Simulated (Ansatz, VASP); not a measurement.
**SrTiO3 in VASP and in Ansatz**

```xyz
5
Lattice="3.9177 0.0000 0.0000 0.0000 3.9177 0.0000 0.1763 0.0000 3.9177" Properties=species:S:1:pos:R:3 pbc="T T T"
Sr    0.0000    0.0000    0.0000
Ti    2.0470    1.9589    1.9589
O     2.0470    0.0000    1.9589
O     1.9589    1.9589    0.0000
O     0.0881    1.9589    1.9589
```

Change from the starting cell: shear of c along a, cell held, atoms relaxed: +4.5 %.

Alike in both runs: task single point; functional r2SCAN; k mesh 6 × 6 × 6; occupations gaussian, width 0.02 eV; no spin polarisation; Hubbard terms Ti d U = 4.0 eV.

|  | VASP | Ansatz |
| --- | --- | --- |
| version | VASP 6.6.1 | Ansatz 0.2.0 |
| potentials or method | VASP PAW PBE potentials, release 64 (Sr_sv, Ti_sv, O), cutoff 520 eV | scalar-relativistic, plane waves, PAW |
| valence electrons in the cell | 40 | 40 |

```csv
,VASP,Ansatz,Ansatz less VASP
gap on the k mesh at the Fermi level (eV),2.71,2.67,-0.038
least direct gap on the mesh (eV),3.04,2.99,-0.052
pressure (GPa),3.3,0.1,-3.16
"traceless stress, the component that is largest in VASP (GPa)",-5.49,-5.50,-0.017
```

VASP's potentials were made for PBE, not for r2SCAN. The programs project onto different local orbitals, so the same U acts differently, and such runs can settle in different states.
